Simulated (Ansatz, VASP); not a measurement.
**PbS: VASP beside Ansatz**

INCAR

```
  PREC = Accurate
  ENCUT = 600
  EDIFF = 1E-6
  ISMEAR = -1
  SIGMA = 0.05
  LREAL = F
  LASPH = T
  NELM = 100
  ALGO = Normal
  ISIF = 3
  LWAVE = F
  LCHARG = F
  GGA = VW
  IBRION = 2
  NSW = 60
  EDIFFG = -0.01
```

File KPOINTS:

```
Automatic mesh
0
Gamma
  8 8 8
```

The input POSCAR:

```
PbS
1.0
    0.0000000000      2.9657500000      2.9657500000
    2.9657500000      0.0000000000      2.9657500000
    2.9657500000      2.9657500000      0.0000000000
Pb S
1 1
Direct
    0.0000000000      0.0000000000      0.0000000000
    0.5000000000      0.5000000000      0.5000000000
```

input.yaml

```yaml
crystal:
  lattice:
    - [0.0, 2.96575, 2.96575]
    - [2.96575, 0.0, 2.96575]
    - [2.96575, 2.96575, 0.0]
  atoms:
    - { symbol: Pb, position: [0.0, 0.0, 0.0] }
    - { symbol: S, position: [0.5, 0.5, 0.5] }
hamiltonian:
  xc: { exchange: slater, correlation: vwn5 }
  pseudopotentials: { kind: paw }
kpoints:
  mp_grid: { grid: [8, 8, 8] }
scf:
  occupations: { method: fermi_dirac, width: 0.05 }
output:
  forces: true
  stress: true
  write_density: true
  write_potential: true
  elf: true
  volumetric_format: npy
relax:
  f_tol: 0.01
  max_steps: 40
  cell: { stress_tol: 0.05 }
```

Alike in both runs: task relaxation of cell and atoms; functional SVWN5; k mesh 8 × 8 × 8; occupations fermi-dirac, width 0.05 eV; no spin polarisation.

```csv
,VASP,Ansatz
version,VASP 6.6.1,Ansatz 0.2.0
potentials or method,"VASP PAW PBE potentials, release 64 (Pb_d, S)",Ansatz PAW
plane-wave cutoff (eV),600,420
valence electrons in the cell,20,20
```

```tsv
	VASP	Ansatz	Ansatz less VASP
gap on the k mesh at the Fermi level, each at its own relaxed structure (eV)	0.07	0.06	-0.011
relaxed volume (Å³/atom)	24.96	24.93	-0.028
relaxed cell length with the largest relative difference (Å)	4.133	4.131	-0.0015
```

VASP's potentials were made for PBE, not for SVWN5.

Neither program's run includes spin-orbit coupling. Noted on Ansatz's run: the plane-wave basis is chosen anew once the cell has moved, so the energies of steps on either side of that aren't comparable.
